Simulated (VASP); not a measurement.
Wanted: the native input for a VASP 6.6.1 run.

| Quantity | Value |
| --- | --- |
| Task | single point |
| Functional | LDA |
| Potentials or basis | VASP PAW LDA potentials, release 64 (Cu, O) |
| Cutoff | 520 eV |
| k mesh | 6 × 6 × 6 |
| Occupations | fermi-dirac, width 0.05 eV |
| Spin | no spin polarisation |
| Dipole correction | no |
| Further INCAR settings | ALGO = Normal; EDIFF = 1e-06; NBANDS = 16 |

The structure of CuO lies in POSCAR:

```
CuO
1.0
    0.0000000000      2.3272527300      2.3272527300
    2.3272527300      0.0000000000      2.3272527300
    2.3272527300      2.3272527300      0.0000000000
Cu O
1 1
Direct
    0.0000000000      0.0000000000      0.0000000000
    0.2500000000      0.2500000000      0.2500000000
```

One way to write it, as run:

INCAR

```
SYSTEM = CuO
PREC = Accurate
ENCUT = 520
EDIFF = 1E-6
ISMEAR = -1
SIGMA = 0.05
LREAL = .False.
LASPH = .True.
NELM = 60
ALGO = Normal
ISIF = 2
LWAVE = .False.
LCHARG = .True.
GGA = CA
LELF = .True.
LVHAR = .True.
NBANDS = 16
```

KPOINTS

```
regular mesh
0
Gamma
  6 6 6
  0 0 0
```

Potentials or basis: VASP PAW LDA potentials, release 64 (Cu, O).

Command:

```sh
$ cat potpaw_LDA.64/Cu/POTCAR potpaw_LDA.64/O/POTCAR > POTCAR
$ mpirun -np 1 vasp_std > vasp.out
```

It gave:

```yaml
Pressure: -20.1 GPa
```

Caveat: the k points lie up to 0.39 Å⁻¹ apart; an odd number of electrons without spin polarisation forces a metal; a magnetic or distorted state may lie lower.

Wall time 6.9 s on 1 thread of Intel Xeon 6975P-C (shared host), peak memory 0.12 GiB.
